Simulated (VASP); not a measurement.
Write the native input for VASP 6.6.1 that does the following.

- Task: single point
- Functional: LDA
- Potentials or basis: VASP PAW LDA potentials, release 64 (Bi_d)
- Cutoff: 520 eV
- k mesh: 6 × 6 × 6
- Occupations: methfessel-paxton, width 0.15 eV
- Spin: no spin polarisation
- Dipole correction: no
- Further INCAR settings: ALGO = Normal; EDIFF = 1e-06; NBANDS = 22

The structure of Bi lies in POSCAR:

```
Bi
1.0
    2.1609690000      1.2476360000     10.5855710000
   -2.1609690000      1.2476360000     10.5855710000
    0.0000000000     -2.4952720000     10.5855710000
Bi
2
Direct
    0.6082790000      0.6082790000      0.6082790000
    0.3917210000      0.3917210000      0.3917210000
```

One way to write it, as run:

INCAR

```
SYSTEM = Bi
PREC     = Accurate       ! precision mode
ENCUT    = 520            ! plane-wave cutoff, eV
EDIFF    = 1E-6           ! SCF threshold, eV
ISMEAR   = 1              ! smearing method
SIGMA    = 0.15           ! smearing width, eV
LREAL    = .False.        ! projectors in reciprocal space
LASPH    = .True.         ! aspherical terms in the spheres
NELM     = 60             ! most SCF steps
ALGO     = Normal         ! electronic algorithm
ISIF     = 2              ! what is computed and relaxed
LWAVE    = .False.        ! write WAVECAR
LCHARG   = .False.        ! write CHGCAR
GGA      = CA             ! functional
NBANDS   = 22             ! bands
```

KPOINTS

```
Automatic mesh
0
Gamma
  6 6 6
  0 0 0
```

Potentials or basis: VASP PAW LDA potentials, release 64 (Bi_d).

The run is started by

```bash
$ cat potpaw_LDA.64/Bi_d/POTCAR > POTCAR
$ mpirun -np 1 vasp_std > vasp.out
```

It gave:

```yaml
Pressure: -5.5 GPa
Largest_force: 1.050 eV/Å
Band_gap_on_the_k_mesh: zero (bands 15 and 16 overlap by 2.36 eV)
```

Caveat: the cell stands under tension; spin-orbit coupling is left out, which moves the levels of the heavy elements; forces of over 1 eV/Å act on the atoms, so gaps and moduli don't describe the material at rest.

It took 15 min on 1 thread of AMD EPYC 7R13 Processor (Zen 3) (shared host), peak memory 0.63 GiB.
